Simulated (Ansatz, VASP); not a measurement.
## MgO: VASP beside Ansatz

Contents of INCAR:

```
PREC = Accurate
ENCUT = 600
EDIFF = 1E-6
ISMEAR = 0
SIGMA = 0.01
LREAL = F
LASPH = T
NELM = 120
ALGO = Normal
ISIF = 2
LWAVE = F
LCHARG = F
GGA = PE
NBANDS = 11
GGA_COMPAT = F
```

The input KPOINTS:

```
Automatic mesh
0
Gamma
  8 8 8
```

The input POSCAR:

```
MgO
1.0
    0.0000000000      2.1896747628      2.1896747628
    2.1896747628      0.0000000000      2.1896747628
    2.1896747628      2.1896747628      0.0000000000
Mg O
1 1
Direct
    0.0000000000      0.0000000000      0.0000000000
    0.5000000000      0.5000000000      0.5000000000
```

Input for Ansatz:

```yaml
crystal:
  lattice:
    - [0.0, 2.1896747627506103, 2.1896747627506103]
    - [2.1896747627506103, 0.0, 2.1896747627506103]
    - [2.1896747627506103, 2.1896747627506103, 0.0]
  atoms:
    - { symbol: Mg, position: [0.0, 0.0, 0.0] }
    - { symbol: O, position: [0.5, 0.5, 0.5] }
basis:
  ecutwfc: 500.0
kpoints:
  mp_grid:
    grid: [8, 8, 8]
hamiltonian:
  xc: pbe
scf:
  occupations:
    method: fixed
output:
  stress: true
```

Alike in both runs: task single point; functional PBE; k mesh 8 × 8 × 8; no spin polarisation.

|  | VASP | Ansatz |
| --- | --- | --- |
| version | VASP 6.6.1 | Ansatz 0.2.0 |
| potentials or method | VASP PAW PBE potentials, release 64 (Mg, O), cutoff 600 eV | plane waves, PAW |
| occupations | gaussian, width 0.01 eV | fixed |
| valence electrons in the cell | 8 | 16 |

|  | VASP | Ansatz | Ansatz less VASP |
| --- | --- | --- | --- |
| pressure (GPa) | -11.8 | -10.9 | +0.98 |

VASP's potentials hold 8 valence electrons a cell and Ansatz's 16, so a difference there can come from the potentials and not from the codes.
